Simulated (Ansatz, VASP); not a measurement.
Sb: VASP beside Ansatz

```
Sb
1.0
     2.17051    1.25314    3.86943
    -2.17051    1.25314    3.86943
     0.00000   -2.50628    3.86943
Sb
2
Direct
  0.23140 0.23140 0.23140
  0.76860 0.76860 0.76860
```

Alike in both runs: functional r2SCAN; k mesh 12 × 12 × 12; occupations gaussian, width 0.1 eV; no spin polarisation.

Ansatz relaxed the structure, and its values are those at the end. VASP's run is a single point on that final structure, the one shown.

```csv
,VASP,Ansatz
version,VASP 6.6.1,Ansatz 0.2.0
potentials or method,"VASP PAW PBE potentials, release 64 (Sb), cutoff 520 eV","scalar-relativistic, plane waves, PAW"
valence electrons in the cell,10,30
```

```tsv
	VASP	Ansatz	Ansatz less VASP
gap on the k mesh at the Fermi level (eV)	none	none	-
pressure (GPa)	0.1	0.0	-0.11
rms of the force components (eV/Å)	0.031	0.000	-0.0314
```

VASP's potentials were made for PBE, not for r2SCAN. A gap of «none» marks a metal or a gap that the smearing closes. With one functional, cell and mesh, what is left measures potentials, basis and numerics. VASP's potentials hold 10 valence electrons a cell and Ansatz's 30, so a difference there can come from the potentials and not from the codes.

Neither program's run includes spin-orbit coupling.
